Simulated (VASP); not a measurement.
GaAs, 2 atoms in the cell. Symmetry: F-43m, No. 216, cubic system. Conventional cell: a = 5.654 Å, b = 5.654 Å, c = 5.654 Å, α = 90.00°, β = 90.00°, γ = 90.00°. As (site symmetry -43m) has 4 Ga at 2.45 Å within 3.2 Å. Ga (site symmetry -43m) has 4 As at 2.45 Å within 3.2 Å. 

| Item | Value |
| --- | --- |
| Program | VASP 6.6.1 |
| Task | single point |
| Functional | PBE-based screened hybrid with 25 % exact exchange |
| Potentials or basis | VASP PAW PBE potentials, release 64 (As, Ga_d) |
| Cutoff | 520 eV |
| k mesh | 4 × 4 × 4 |
| Occupations | fermi-dirac, width 0.05 eV |
| Spin | no spin polarisation |
| Dipole correction | no |
| Grid for exact exchange (PRECFOCK) | Normal |
| Share of exact exchange | 0.25 |
| Further INCAR settings | ALGO = Normal; EDIFF = 1e-07; NBANDS = 16 |
| Screening parameter | 0.3 1/Å |

Potentials or basis: VASP PAW PBE potentials, release 64 (As, Ga_d).

The run is started by

```bash
$ cat potpaw_PBE.64/As/POTCAR potpaw_PBE.64/Ga_d/POTCAR > POTCAR
$ cp INCAR.step1 INCAR
$ mpirun -np 1 vasp_std > vasp.out
$ cp INCAR.step2 INCAR
$ mpirun -np 1 vasp_std > vasp.out
```

Hardware: 1 thread of Intel(R) Xeon(R) Platinum 8375C CPU @ 2.90GHz (Ice Lake), on a shared host.

**Question.** Estimate the wall time of this run.

**Answer.** Run time: 8.2 min on 1 thread of Intel(R) Xeon(R) Platinum 8375C CPU @ 2.90GHz (Ice Lake) (shared host), peak memory 0.28 GiB. Counts: k points 8.
